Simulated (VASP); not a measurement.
A run of VASP 6.6.1 is set up as follows.

The input INCAR:

```
ALGO = Normal
EDIFF = 1E-7
ENCUT = 520
GGA = PS
ISIF = 2
ISMEAR = -1
LASPH = T
LCHARG = T
LELF = T
LREAL = F
LVHAR = T
LWAVE = F
NBANDS = 25
NELM = 80
PREC = Accurate
SIGMA = 0.05
```

The input KPOINTS:

```
k-points
0
Gamma
  6 6 6
```

The input POSCAR:

```
SnH2
1.0
    0.2593223364      3.2956333344      2.3982103382
    3.2964289910      0.2591057255      2.3975056531
    6.0385587621      6.0381391718      1.0949710987
Sn H
2 4
Direct
   -0.0078008937     -0.0917541561      0.0816297034
   -0.0878968099     -0.0119388564      0.5816880471
    0.5045400131     -0.0176831134      0.0817394764
    0.5733336472      1.0683612164      0.3325748037
   -0.0142166306      0.5000732155      0.5821803920
    1.0724640536      0.5694549843      0.8325619855
```

Potentials or basis: VASP PAW PBE potentials, release 64 (Sn_d, H).

Run with:

```sh
$ cat potpaw_PBE.64/Sn_d/POTCAR potpaw_PBE.64/H/POTCAR > POTCAR
$ mpirun -np 1 vasp_std > vasp.out
```

(1) Predict the largest force.

(2) Estimate the band gap on the k mesh.

(3) What does it give for the pressure?

Results:

(1) 0.005 eV/Å.

(2) zero (bands 16 and 17 overlap by 2.31 eV).

(3) -0.1 GPa.

Caveat: the structure was generated, so it needn't be the stable form of SnH2; the PAW data sets were made with another functional, which shifts forces and pressure a little; spin-orbit coupling is left out, which moves the levels of the heavy elements.
